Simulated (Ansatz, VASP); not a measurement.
**TaRu2 in VASP and in Ansatz**

The input INCAR:

```
  PREC = Accurate
  ENCUT = 520
  EDIFF = 1E-6
  ISMEAR = 0
  SIGMA = 0.1
  LREAL = False
  LASPH = True
  NELM = 150
  ALGO = Normal
  ISIF = 2
  LWAVE = False
  LCHARG = True
  ISPIN = 2
  MAGMOM = 0 1 1
  LORBIT = 11
  LMAXMIX = 4
  GGA = PE
  LELF = True
  LVHAR = True
  NBANDS = 30
```

KPOINTS

```
regular mesh
0
Gamma
  6 6 6
```

File POSCAR:

```
TaRu2
1.0
    0.0000000000      2.9904224288      2.9904224288
    2.9904224288      0.0000000000      2.9904224288
    2.9904224288      2.9904224288      0.0000000000
Ta Ru
1 2
Direct
    0.5000000000      0.5000000000      0.5000000000
    0.7500000000      0.7500000000      0.7500000000
    0.2500000000      0.2500000000      0.2500000000
```

Input for Ansatz:

```yaml
crystal:
  lattice:
    - [0.0, 2.9904224288, 2.9904224288]
    - [2.9904224288, 0.0, 2.9904224288]
    - [2.9904224288, 2.9904224288, 0.0]
  atoms:
    - { symbol: Ta, position: [0.5, 0.5, 0.5] }
    - { symbol: Ru, position: [0.75, 0.75, 0.75], spin: 1.0 }
    - { symbol: Ru, position: [0.25, 0.25, 0.25], spin: 1.0 }
basis:
  ecutwfc: 420
kpoints:
  mp_grid: { grid: [6, 6, 6] }
hamiltonian:
  xc: pbe
scf:
  occupations: { method: gaussian, width: 0.1 }
  lower_state_search: "off"
output:
  forces: true
  stress: true
  eigenvalues: true
  populations: true
magnetization:
  spin_polarized: true
```

Alike in both runs: task single point; functional PBE; k mesh 6 × 6 × 6; occupations gaussian, width 0.1 eV; collinear spin.

```csv
,VASP,Ansatz
version,VASP 6.6.1,Ansatz 0.2.0
potentials or method,"VASP PAW PBE potentials, release 64 (Ta_pv, Ru_pv), cutoff 520 eV","scalar-relativistic, plane waves, PAW"
valence electrons in the cell,39,45
```

VASP gave:

```
gap on the k mesh at the Fermi level (eV) : none
pressure (GPa)                            : 0.2
net moment per atom (μB)                  : 0.00
```

Q: What did Ansatz give for the same quantities?

A: gap on the k mesh at the Fermi level (eV): none; pressure (GPa): 0.0; net moment per atom (μB): 0.00.

A gap of «none» marks a metal or a gap that the smearing closes. With one functional, cell and mesh, what is left measures potentials, basis and numerics. VASP's potentials hold 39 valence electrons a cell and Ansatz's 45, so a difference there can come from the potentials and not from the codes. Ansatz's warnings: seeded moment not kept.

Spin-orbit coupling is off throughout.
